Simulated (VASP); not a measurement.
Write the native input for VASP 6.6.1 that does the following.

| Property | Result |
| --- | --- |
| Task | single point |
| Functional | r2SCAN |
| Potentials or basis | VASP PAW PBE potentials, release 64 (Ge_d, N) |
| Cutoff | 660 eV |
| k mesh | 6 × 6 × 8 |
| Occupations | gaussian, width 0.01 eV |
| Spin | no spin polarisation |
| Dipole correction | no |
| Further INCAR settings | ALGO = Normal; EDIFF = 1e-06; NBANDS = 75 |

Ge3N4:

```
Ge N
1.0
     7.80261    0.00000    0.00000
    -3.90130    6.75726    0.00000
     0.00000    0.00000    3.12897
Ge N
6 8
Direct
  0.83537 0.23977 0.75000
  0.59560 0.83537 0.25000
  0.23977 0.40440 0.25000
  0.76023 0.59560 0.75000
  0.40440 0.16463 0.75000
  0.16463 0.76023 0.25000
  0.66667 0.33333 0.75000
  0.33333 0.66667 0.25000
  0.67116 0.97387 0.75000
  0.69729 0.67116 0.25000
  0.97387 0.30271 0.25000
  0.02613 0.69729 0.75000
  0.32884 0.02613 0.25000
  0.30271 0.32884 0.75000
```

This cell differs from its parent crystal: epitaxial xy strain -3.0%.

One way to write it, as run:

POSCAR

```
Ge3N4
1.0
    7.8026096201      0.0000000000      0.0000000000
   -3.9013048100      6.7572581468      0.0000000000
    0.0000000000      0.0000000000      3.1289704933
Ge N
6 8
Direct
    0.8353703656      0.2397734851      0.7500000000
    0.5955968805      0.8353703656      0.2500000000
    0.2397734851      0.4044031195      0.2500000000
    0.7602265149      0.5955968805      0.7500000000
    0.4044031195      0.1646296344      0.7500000000
    0.1646296344      0.7602265149      0.2500000000
    0.6666666667      0.3333333333      0.7500000000
    0.3333333333      0.6666666667      0.2500000000
    0.6711634456      0.9738746812      0.7500000000
    0.6972887643      0.6711634456      0.2500000000
    0.9738746812      0.3027112357      0.2500000000
    0.0261253188      0.6972887643      0.7500000000
    0.3288365544      0.0261253188      0.2500000000
    0.3027112357      0.3288365544      0.7500000000
```

INCAR.step1

```
  PREC = Accurate
  ENCUT = 660
  ISMEAR = 0
  SIGMA = 0.01
  LREAL = F
  LASPH = T
  NELM = 120
  NBANDS = 75
  GGA = PE
  ALGO = Normal
  EDIFF = 1E-5
  LWAVE = T
  LCHARG = F
  GGA_COMPAT = F
  KPAR = 4
```

INCAR.step2

```
  PREC = Accurate
  ENCUT = 660
  EDIFF = 1E-6
  ISMEAR = 0
  SIGMA = 0.01
  LREAL = F
  LASPH = T
  NELM = 120
  ALGO = Normal
  ISIF = 2
  LWAVE = F
  LCHARG = F
  METAGGA = R2SCAN
  LMIXTAU = T
  NBANDS = 75
  ISTART = 1
  GGA_COMPAT = F
  KPAR = 4
```

KPOINTS

```
Automatic mesh
0
Gamma
  6 6 8
```

Potentials or basis: VASP PAW PBE potentials, release 64 (Ge_d, N).

Command:

```bash
$ cat potpaw_PBE.64/Ge_d/POTCAR potpaw_PBE.64/N/POTCAR > POTCAR
$ cp INCAR.step1 INCAR
$ mpirun -np 4 vasp_std > vasp.out
$ cp INCAR.step2 INCAR
$ mpirun -np 4 vasp_std > vasp.out
```

It gave:

The pressure is 9.9 GPa, the largest force is 0.008 eV/Å and the band gap on the k mesh is 3.04 eV (least direct gap 3.14 eV).

Caveat: the cell differs from its parent crystal (epitaxial xy strain -3.0%); the cell stands under pressure; the PAW data sets were made with another functional, which shifts forces and pressure a little.

Wall time 9.2 min on 4 MPI ranks on Intel(R) Xeon(R) Platinum 8488C (Sapphire Rapids) (shared host), peak memory 0.71 GiB a rank.
